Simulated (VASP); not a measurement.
Crystal: Cl.

```
CELL_PARAMETERS angstrom
3.14500 -2.25000 0.00000
3.14500 2.25000 0.00000
0.00000 0.00000 8.21000
ATOMIC_POSITIONS crystal
Cl 0.37000 0.63000 0.40000
Cl 0.13000 0.87000 0.90000
Cl 0.63000 0.37000 0.60000
Cl 0.87000 0.13000 0.10000
```

```yaml
Program: VASP 6.6.1
Task: relaxation of cell and atoms
Functional: PBEsol
Dispersion: D3(BJ)
Potentials_or_basis: VASP PAW PBE potentials, release 64 (Cl)
Cutoff: 600 eV
k_mesh: 7 × 7 × 4
Occupations: fermi-dirac, width 0.05 eV
Spin: no spin polarisation
```

At the start: pressure -1.8 GPa; volume 29.05 Å³/atom.

Question: Where does the relaxation end?

Answer: Over 26 steps the energy falls by 41.9 meV/atom and the volume is 24.01 Å³/atom (-17.3 %); space group Cmce (No. 64, to 0.1 Å) before and after.

Step by step:
| step | energy change (eV) | largest force (eV/Å) | pressure (GPa) | volume (Å³) |
| --- | --- | --- | --- | --- |
| 1 | 0.0000 | 0.3108 | -1.78 | 116.19 |
| 2 | 0.0071 | 1.1263 | 1.12 | 110.83 |
| 3 | -0.0242 | 0.3337 | -0.52 | 113.60 |
| 4 | -0.0480 | 0.3201 | -0.51 | 110.98 |
| 5 | -0.1097 | 0.3076 | -0.18 | 103.35 |
| 6 | -0.1033 | 0.3852 | 2.60 | 89.09 |
| 7 | -0.1355 | 0.3830 | 0.63 | 97.48 |
| 8 | -0.1381 | 0.3390 | -1.09 | 97.00 |
| 9 | -0.1461 | 0.0232 | -0.32 | 97.23 |
| 10 | -0.1492 | 0.0357 | -0.26 | 96.57 |
| 11 | -0.1541 | 0.0740 | -0.02 | 94.82 |
| 12 | -0.1545 | 0.0908 | 0.09 | 94.10 |
| 13 | -0.1572 | 0.0538 | 0.43 | 94.01 |
| 14 | -0.1575 | 0.1007 | 0.57 | 93.97 |
| 15 | -0.1586 | 0.0915 | 0.52 | 94.09 |
| 16 | -0.1614 | 0.0655 | 0.37 | 94.48 |
| 17 | -0.1643 | 0.0408 | 0.06 | 95.23 |
| 18 | -0.1645 | 0.0488 | -0.02 | 95.47 |
| 19 | -0.1647 | 0.0473 | -0.03 | 95.49 |
| 20 | -0.1654 | 0.0421 | -0.03 | 95.55 |
| 21 | -0.1664 | 0.0331 | -0.03 | 95.67 |
| 22 | -0.1672 | 0.0309 | -0.04 | 95.88 |
| 23 | -0.1670 | 0.0623 | 0.22 | 95.72 |
| 24 | -0.1673 | 0.0106 | 0.05 | 95.82 |
| 25 | -0.1675 | 0.0087 | 0.03 | 95.89 |
| 26 | -0.1677 | 0.0051 | -0.02 | 96.04 |

Final structure:
```
CELL_PARAMETERS angstrom
3.17311 -1.91233 0.00000
3.17311 1.91233 0.00000
0.00000 0.00000 7.91327
ATOMIC_POSITIONS crystal
Cl 0.36954 0.63046 0.38878
Cl 0.13046 0.86954 0.88878
Cl 0.63046 0.36954 0.61122
Cl 0.86954 0.13046 0.11122
```

Caveat: the volume moved by over 15 % at a fixed basis, so the end points are rough; the PAW data sets were made with another functional, which shifts forces and pressure a little.
